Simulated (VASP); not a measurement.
# Si3O2 (P4/mmm) in VASP: notebook, part 2 of 3

VASP 6.6.1.

### 3 Single point, PBE

This run uses another cell than the first one, of 13.66 Å³/atom, 1.063 times its volume.

File INCAR:

```
SYSTEM = Si3O2
PREC = Accurate
ENCUT = 520
EDIFF = 1E-6
ISMEAR = 0
SIGMA = 0.1
LREAL = .FALSE.
LASPH = .TRUE.
NELM = 60
ALGO = Normal
ISIF = 2
LWAVE = .FALSE.
LCHARG = .FALSE.
GGA = PE
NBANDS = 20
```

File KPOINTS:

```
regular mesh
0
G
  6 6 2
  0 0 0
```

File POSCAR:

```
Si3O2
1.0
    2.8254265800      0.0000000000      0.0000000000
    0.0000000000      2.8254265800      0.0000000000
    0.0000000000      0.0000000000      8.5562183100
Si O
3 2
Direct
    0.0000000000      0.0000000000      0.3350262800
    0.0000000000      0.0000000000      0.6649737200
    0.0000000000      0.0000000000      0.0000000000
    0.0000000000      0.0000000000      0.5000000000
    0.5000000000      0.5000000000      0.0000000000
```

Potentials or basis: VASP PAW PBE potentials, release 64 (Si, O).

The run is started by

```sh
$ cat potpaw_PBE.64/Si/POTCAR potpaw_PBE.64/O/POTCAR > POTCAR
$ mpirun -np 1 vasp_std > vasp.out
```

Wall time 60 s (1 thread of AMD EPYC, shared host); peak memory 0.15 GiB.

The run converged. Its results:

```yaml
Free_energy: -26.2159 eV
Pressure: 28.1 GPa
Largest_force: 15.530 eV/Å
Band_gap_on_the_k_mesh: zero (band 12 reaches 8.44 eV, above the bottom of band 13 at 6.77 eV)
```

Forces on the atoms (eV/Å):
```
Si    0.000   0.000 -15.530
Si    0.000   0.000  15.530
Si    0.000   0.000   0.000
O     0.000   0.000   0.000
O     0.000   0.000   0.000
```

Stress tensor (GPa, compression positive):
```
-3.13  0.00  0.00
 0.00 -3.13  0.00
 0.00  0.00 90.53
```

Levels at points of the mesh, in eV from the Fermi level:
```csv
k point,band 10,band 11,band 12,band 13,band 14,band 15
"(0.00, 0.00, 0.00)",-4.95,-4.29,1.30,2.09,5.26,6.11
"(0.50, 0.00, 0.00)",-4.63,-3.23,-1.77,1.07,1.24,2.00
"(0.50, 0.50, 0.00)",-1.63,-1.33,-1.33,0.18,0.70,0.70
"(0.00, 0.00, 0.50)",-5.81,-3.76,0.42,4.03,5.26,5.32
"(0.50, 0.00, 0.50)",-3.82,-3.66,-1.25,0.37,1.65,1.69
"(0.50, 0.50, 0.50)",-1.98,-1.20,-1.20,0.44,0.44,0.77
```

Caveat: the k points lie up to 0.37 Å⁻¹ apart; forces of over 1 eV/Å act on the atoms, so gaps and moduli don't describe the material at rest.

### 4 Relaxation of cell and atoms, PBE

This run uses another cell than the first one, of 13.66 Å³/atom, 1.063 times its volume.

File INCAR:

```
SYSTEM = Si3O2
PREC = Accurate
ENCUT = 600
EDIFF = 1E-6
ISMEAR = 0
SIGMA = 0.1
LREAL = .FALSE.
LASPH = .TRUE.
NELM = 80
ALGO = Normal
ISIF = 3
LWAVE = .FALSE.
LCHARG = .FALSE.
GGA = PE
IBRION = 2
NSW = 90
EDIFFG = -0.04
```

File KPOINTS:

```
Automatic mesh
0
G
  6 6 2
  0 0 0
```

POSCAR is that of step 3.

Potentials or basis: VASP PAW PBE potentials, release 64 (Si, O).

The run is started by

```sh
$ cat potpaw_PBE.64/Si/POTCAR potpaw_PBE.64/O/POTCAR > POTCAR
$ mpirun -np 1 vasp_std > vasp.out
```

OUTCAR:

```text
SYSTEM = Si3O2
   PREC = Accurate
   ENCUT = 600
   EDIFF = 1E-6
   ISMEAR = 0
   LREAL = .FALSE.
   LASPH = .TRUE.
   NELM = 80
   ISIF = 3
   GGA = PE
   IBRION = 2
   NSW = 90
   EDIFFG = -0.04

 ion  position               nearest neighbor table
   1  0.000  0.000  0.335-   4 1.41   2 2.82   3 2.87
   2  0.000  0.000  0.665-   4 1.41   1 2.82   3 2.87
   3  0.000  0.000  0.000-   5 2.00   5 2.00   5 2.00   5 2.00   1 2.87   2 2.87
   4  0.000  0.000  0.500-   1 1.41   2 1.41
   5  0.500  0.500  0.000-   3 2.00   3 2.00   3 2.00   3 2.00

  LATTYP: Found a simple tetragonal cell.
 ALAT       =     2.8254265800
 C/A-ratio  =     3.0282925667

  Lattice vectors:

 A1 = (   2.8254265800,   0.0000000000,   0.0000000000)
 A2 = (   0.0000000000,   2.8254265800,   0.0000000000)
 A3 = (   0.0000000000,   0.0000000000,   8.5562183100)

Analysis of symmetry for initial positions (statically):
=====================================================================
 Subroutine PRICEL returns:
 Original cell was already a primitive cell.

 Routine SETGRP: Setting up the symmetry group for a
 simple tetragonal supercell.

 Subroutine GETGRP returns: Found 16 space group operations
 (whereof 16 operations were pure point group operations)
 out of a pool of 16 trial point group operations.

The static configuration has the point symmetry D_4h.

Analysis of symmetry for dynamics (positions and initial velocities):
=====================================================================
 Subroutine PRICEL returns:
 Original cell was already a primitive cell.

 Routine SETGRP: Setting up the symmetry group for a
 simple tetragonal supercell.

 Subroutine GETGRP returns: Found 16 space group operations
 (whereof 16 operations were pure point group operations)
 out of a pool of 16 trial point group operations.

The dynamic configuration has the point symmetry D_4h.

 Subroutine INISYM returns: Found 16 space group operations
 (whereof 16 operations are pure point group operations),
[... 113 lines left out ...]
   EFERMI_NEDOS =   21; number of points for ismear=-14 and -15
   IALGO  =     38    algorithm
   IMIX   =      4    mixing-type and parameters
     AMIX     =   0.40;   BMIX     =  1.00
     AMIX_MAG =   1.60;   BMIX_MAG =  1.00
  volume/ion in A,a.u.               =      13.66        92.19
  Fermi-wavevector in a.u.,A,eV,Ry     =   1.155213  2.183035 18.157197  1.334516
  Thomas-Fermi vector in A             =   2.291843
   LORBIT       =      0    0 simple, 1 ext, 2 COOP (PROOUT), +10 PAW based schemes
   GGA     = PE    functional components
   LHFCALC =     F    Hartree Fock is set to
   AEXX    =    0.0000 exact exchange contribution
   IVDW    =     0    specifies the selected vdW correction
   LEPSILON=     F    determine dielectric tensor
   LRPA    =     F    only Hartree local field effects (RPA)
 conjugate gradient relaxation of ions
 non-spin polarized calculation
 Gauss-broadening in eV      SIGMA  =   0.10
  energy-cutoff  :      600.00
  volume of cell :       68.30
 maximum number of plane-waves:      2296
 NGX is ok and might be reduce to    24
   NGX = 11   NGY = 11   NGZ = 35

--------------------------------------- Ionic step        1  -------------------------------------------

 number of electron      24.0000004 magnetization

 Free energy of the ion-electron system (eV)
  ---------------------------------------------------
  ext. energy  EPLUGINS =         0.00000000
  ---------------------------------------------------
  free energy    TOTEN  =       -26.22459355 eV

  energy without entropy =      -26.22025438  energy(sigma->0) =      -26.22242397

------------------------ aborting loop because EDIFF is reached ----------------------------------------

  FORCE on cell =-STRESS in cart. coord.  units (eV):
  Direction    XX          YY          ZZ          XY          YZ          ZX
  --------------------------------------------------------------------------------------
  -------------------------------------------------------------------------------------
  Total       -1.3850739     -1.3850739     38.5278088      0.0000000      0.0000000      0.0000000
  in kB      -32.4887972    -32.4887972    903.7222668      0.0000000      0.0000000      0.0000000
  external PRESSURE =     279.5815575 kB  Pullay stress =       0.0000000 kB
[... 863 lines left out ...]
      3      -4.6304      2.00000
      4      -4.6304      2.00000
      5      -0.2804      2.00000
      6       0.6380      2.00000
[... 8 lines left out ...]
     15       5.6217      0.00000
     16       7.5610      0.00000

[... ionic steps 4 to 12 ...]

--------------------------------------- Ionic step       13  -------------------------------------------

 number of electron      23.9999996 magnetization

------------------------ aborting loop because EDIFF is reached ----------------------------------------
[... 73 lines left out ...]
--------------------------------------- Ionic step       15  -------------------------------------------

 number of electron      24.0000000 magnetization

 Free energy of the ion-electron system (eV)
  ---------------------------------------------------
  ext. energy  EPLUGINS =         0.00000000
  ---------------------------------------------------
  free energy    TOTEN  =       -29.42807694 eV

  energy without entropy =      -29.42213614  energy(sigma->0) =      -29.42510654

 E-fermi :   7.5024     XC(G=0): -10.6776

 val. band max:        7.4209876580   @ k =   0.5000   0.5000   0.5000
 cond. band min:       7.5696834470   @ k =   0.5000   0.1667   0.0000
 fundamental gap:      0.1486957891
 Fermi energy:         7.5024004997
[... 410 lines left out ...]
  FREE ENERGIE OF THE ION-ELECTRON SYSTEM (eV)
  ---------------------------------------------------
  free  energy   TOTEN  =       -29.4280769408 eV

  energy  without entropy=      -29.4221361424  energy(sigma->0) =      -29.42510654

 reached required accuracy - stopping structural energy minimisation
```

OSZICAR:

```text
N       E                     dE             d eps       ncg     rms          rms(c)
DAV:   1     0.119882310687E+03    0.11988E+03   -0.12780E+04   640   0.147E+03
DAV:   2    -0.214331826149E+02   -0.14132E+03   -0.13937E+03   824   0.273E+02
DAV:   3    -0.298702982196E+02   -0.84371E+01   -0.83692E+01   824   0.732E+01
[... 169 lines left out ...]
DAV:   2    -0.294285704515E+02    0.13695E-02   -0.47941E-03   848   0.552E-01    0.138E-01
DAV:   3    -0.294281584654E+02    0.41199E-03   -0.94547E-04   696   0.192E-01    0.574E-02
DAV:   4    -0.294280804305E+02    0.78035E-04   -0.19801E-04   808   0.990E-02    0.124E-02
DAV:   5    -0.294280770606E+02    0.33699E-05   -0.14713E-05   728   0.314E-02    0.563E-03
DAV:   6    -0.294280769408E+02    0.11983E-06   -0.23336E-06   544   0.104E-02
  15 F= -.29428077E+02 E0= -.29425107E+02  d E =-.479554E-02
```

CONTCAR:

```text
Si3O2
   1.00000000000000
     2.7629217787691824    0.0000000000000000    0.0000000000000000
    -0.0000000000000000    2.7629217787691824    0.0000000000000000
     0.0000000000000000    0.0000000000000000    8.3741667184333721
  Si              O
     3     2
Direct
     0.0000000000000000    0.0000000000000000    0.3024305011126642
     0.0000000000000000    0.0000000000000000    0.6975694988873359
     0.0000000000000000    0.0000000000000000    0.0000000000000000
     0.0000000000000000    0.0000000000000000    0.5000000000000000
     0.5000000000000000    0.5000000000000000    0.0000000000000000

  0.00000000E+00  0.00000000E+00  0.00000000E+00
  0.00000000E+00  0.00000000E+00  0.00000000E+00
  0.00000000E+00  0.00000000E+00  0.00000000E+00
  0.00000000E+00  0.00000000E+00  0.00000000E+00
  0.00000000E+00  0.00000000E+00  0.00000000E+00
```

Wall time 8.2 min (1 thread of AMD EPYC, shared host); peak memory 0.17 GiB.

Results:

```yaml
Free_energy: -29.4281 eV
Relaxed_volume: 12.79 Å³/atom
Relaxed_cell: a = 2.763 Å, b = 2.763 Å, c = 8.374 Å, α = 90.00°, β = 90.00°, γ = 90.00°
Space_group_after_relaxing_to_0.05_Å: P4/mmm (No. 123)
Energy_gained_by_relaxing: 640.7 meV/atom
Ionic_steps: 15
Pressure_after_relaxing: 0.2 GPa
Largest_force_after_relaxing: 0.019 eV/Å
Band_gap_on_the_k_mesh: zero (band 12 reaches 8.82 eV, above the bottom of band 13 at 7.00 eV)
```

Forces in eV/Å, atoms in the order of the input:
```
Si   0.000  0.000  0.019
Si   0.000  0.000 -0.019
Si   0.000  0.000  0.000
O    0.000  0.000  0.000
O    0.000  0.000  0.000
```

Step by step:
| step | energy change (eV) | largest force (eV/Å) | pressure (GPa) | volume (Å³) |
| --- | --- | --- | --- | --- |
| 1 | 0.0000 | 15.5261 | 27.96 | 68.30 |
| 2 | 3.3743 | 0.1373 | -13.27 | 91.21 |
| 3 | 2.8065 | 0.4950 | -13.53 | 88.34 |
| 4 | 2.1641 | 0.8874 | -14.08 | 85.58 |
| 5 | -0.6250 | 2.8948 | -14.73 | 77.03 |
| 6 | -2.5496 | 2.3599 | -11.01 | 72.69 |
| 7 | -3.0310 | 0.0723 | -5.09 | 70.50 |
| 8 | -3.0391 | 0.7056 | -3.69 | 70.13 |
| 9 | -3.0397 | 0.5755 | -3.98 | 70.21 |
| 10 | -3.1284 | 0.6576 | -1.99 | 67.43 |
| 11 | -3.1825 | 0.7077 | 1.77 | 63.87 |
| 12 | -3.1800 | 0.8154 | -1.02 | 63.73 |
| 13 | -3.1987 | 0.0471 | 0.33 | 63.80 |
| 14 | -3.2023 | 0.0064 | 0.22 | 63.99 |
| 15 | -3.2035 | 0.0185 | 0.24 | 63.93 |

Final structure:
```yaml
crystal:
  lattice:
    - [2.76292, 0.00000, 0.00000]
    - [0.00000, 2.76292, 0.00000]
    - [0.00000, 0.00000, 8.37417]
  atoms:
    - { symbol: Si, position: [0.00000, 0.00000, 0.30243] }
    - { symbol: Si, position: [0.00000, 0.00000, 0.69757] }
    - { symbol: Si, position: [0.00000, 0.00000, 0.00000] }
    - { symbol: O, position: [0.00000, 0.00000, 0.50000] }
    - { symbol: O, position: [0.50000, 0.50000, 0.00000] }
```

Levels at points of the mesh, in eV from the Fermi level:
```
           k point  band 9  band 10  band 11  band 12  band 13  band 14  band 15  band 16
(0.00, 0.00, 0.00)   -4.03    -3.16    -3.16     1.31     3.13     4.72     6.64     8.04
(0.50, 0.00, 0.00)   -5.05    -3.00    -2.84    -2.02     1.21     1.83     2.23     6.22
(0.50, 0.50, 0.00)   -5.00    -2.52    -1.39    -1.39     0.45     0.45     0.97     4.25
(0.00, 0.00, 0.50)   -3.16    -3.16    -2.91     0.31     4.73     4.81     6.75     7.22
(0.50, 0.00, 0.50)   -3.84    -3.81    -2.84    -1.14     0.43     1.75     2.08     7.54
(0.50, 0.50, 0.50)   -5.00    -2.93    -1.05    -1.05    -0.08    -0.08     1.90     3.38
```

Caveat: the k points lie up to 0.38 Å⁻¹ apart in the final cell.

### 5 Single point, PBE, collinear spin, ferromagnetic start

File INCAR:

```
PREC     = Accurate       # precision mode
ENCUT    = 520            # plane-wave cutoff, eV
EDIFF    = 1E-6           # SCF threshold, eV
ISMEAR   = 0              # smearing method
SIGMA    = 0.1            # smearing width, eV
LREAL    = False          # projectors in reciprocal space
LASPH    = True           # aspherical terms in the spheres
NELM     = 150            # most SCF steps
ALGO     = Normal         # electronic algorithm
ISIF     = 2              # what is computed and relaxed
LWAVE    = False          # write WAVECAR
LCHARG   = False          # write CHGCAR
ISPIN    = 2              # spin polarisation
MAGMOM   = 0 0 0 1 1      # initial moments
LORBIT   = 11             # projections on sites
GGA      = PE             # functional
NBANDS   = 24             # bands
```

File KPOINTS:

```
regular mesh
0
Gamma
  6 6 2
```

File POSCAR:

```
Si3O2
1.0
    2.7675791748      0.0000000000      0.0000000000
    0.0000000000      2.7675791748      0.0000000000
    0.0000000000      0.0000000000      8.3929446731
Si O
3 2
Direct
    0.0000000000      0.0000000000      0.3029043742
    0.0000000000      0.0000000000      0.6970956258
    0.0000000000      0.0000000000      0.0000000000
    0.0000000000      0.0000000000      0.5000000000
    0.5000000000      0.5000000000      0.0000000000
```

The run is started by

```sh
$ cat potpaw_PBE.64/Si/POTCAR potpaw_PBE.64/O/POTCAR > POTCAR
$ mpirun -np 1 vasp_std > vasp.out
```

Wall time 2 min (1 thread of AMD EPYC, shared host); peak memory 0.19 GiB.

It converged, with:

```
Free energy                                           : -29.4156 eV
Pressure                                              : 0.0 GPa
Largest force                                         : 0.037 eV/Å
Band gap on the k mesh                                : zero (filled and empty bands overlap)
Net moment                                            : 0.00 μB per cell
Valence electrons inside the program's atomic spheres : Si 1.55, 1.47; O 5.17, 5.06
```

Forces on the atoms (eV/Å):
```
Si   0.000  0.000 -0.037
Si   0.000  0.000  0.037
Si   0.000  0.000  0.000
O    0.000  0.000  0.000
O    0.000  0.000  0.000
```

Levels at points of the mesh, in eV from the Fermi level:
Spin up:
| k point | band 10 | band 11 | band 12 | band 13 | band 14 | band 15 |
| --- | --- | --- | --- | --- | --- | --- |
| (0.00, 0.00, 0.00) | -3.19 | -3.19 | 1.31 | 3.09 | 4.75 | 6.61 |
| (0.50, 0.00, 0.00) | -2.99 | -2.86 | -2.00 | 1.20 | 1.80 | 2.21 |
| (0.50, 0.50, 0.00) | -2.50 | -1.38 | -1.38 | 0.46 | 0.46 | 0.91 |
| (0.00, 0.00, 0.50) | -3.19 | -2.93 | 0.32 | 4.76 | 4.78 | 6.72 |
| (0.50, 0.00, 0.50) | -3.79 | -2.86 | -1.14 | 0.42 | 1.74 | 2.06 |
| (0.50, 0.50, 0.50) | -2.92 | -1.05 | -1.05 | -0.07 | -0.07 | 1.84 |
Spin down:
```csv
k point,band 9,band 10,band 11,band 12,band 13,band 14,band 15,band 16
"(0.00, 0.00, 0.00)",-4.05,-3.18,-3.18,1.31,3.09,4.75,6.61,6.61
"(0.50, 0.00, 0.00)",-5.04,-2.99,-2.86,-2.00,1.20,1.80,2.21,5.94
"(0.50, 0.50, 0.00)",-4.97,-2.50,-1.38,-1.38,0.46,0.46,0.91,3.14
"(0.00, 0.00, 0.50)",-3.19,-3.19,-2.93,0.32,4.76,4.78,6.72,6.72
"(0.50, 0.00, 0.50)",-3.84,-3.79,-2.86,-1.14,0.42,1.74,2.06,5.92
"(0.50, 0.50, 0.50)",-4.97,-2.92,-1.05,-1.05,-0.07,-0.07,1.84,3.38
```

Caveat: the k points lie up to 0.38 Å⁻¹ apart.

[end of part 2 of 3]
